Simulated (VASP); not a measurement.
LiCd:

```xyz
4
Lattice="4.7128 0.0000 0.0000 2.3564 4.0814 0.0000 2.3564 1.3605 3.8479" Properties=species:S:1:pos:R:3 pbc="T T T"
Li    2.3564    1.3605    0.9620
Li    0.0000    0.0000    0.0000
Cd    7.0691    4.0814    2.8860
Cd    4.7128    2.7209    1.9240
```

```yaml
Program: VASP 6.6.1
Task: relaxation of cell and atoms
Functional: LDA
Potentials_or_basis: VASP PAW LDA potentials, release 64 (Li_sv, Cd)
Cutoff: 600 eV
k_mesh: 7 × 7 × 7
Occupations: fermi-dirac, width 0.02 eV
Spin: no spin polarisation
```

At the start: pressure -3.3 GPa; volume 18.50 Å³/atom.

Task: How do energy, volume and symmetry change on relaxing?

Result: Over 3 steps the energy falls by 16.7 meV/atom and the volume is 17.04 Å³/atom (-7.9 %); space group Fd-3m (No. 227, to 0.05 Å).

Step by step:
| step | energy change (eV) | largest force (eV/Å) | pressure (GPa) | volume (Å³) |
| --- | --- | --- | --- | --- |
| 1 | 0.0000 | 0.0000 | -3.28 | 74.01 |
| 2 | -0.0586 | 0.0000 | -1.30 | 70.02 |
| 3 | -0.0668 | 0.0000 | -0.06 | 68.16 |

Final structure:
```yaml
crystal:
  lattice:
    - [4.58513, 0.00000, 0.00000]
    - [2.29256, 3.97084, 0.00000]
    - [2.29256, 1.32361, 3.74374]
  atoms:
    - { symbol: Li, position: [0.25000, 0.25000, 0.25000] }
    - { symbol: Li, position: [0.00000, 0.00000, 0.00000] }
    - { symbol: Cd, position: [0.75000, 0.75000, 0.75000] }
    - { symbol: Cd, position: [0.50000, 0.50000, 0.50000] }
```

Caveat: the cutoff is under 1.25 times the usual one of these potentials, so pressure, stress and relaxed cells hold a basis-set (Pulay) error.
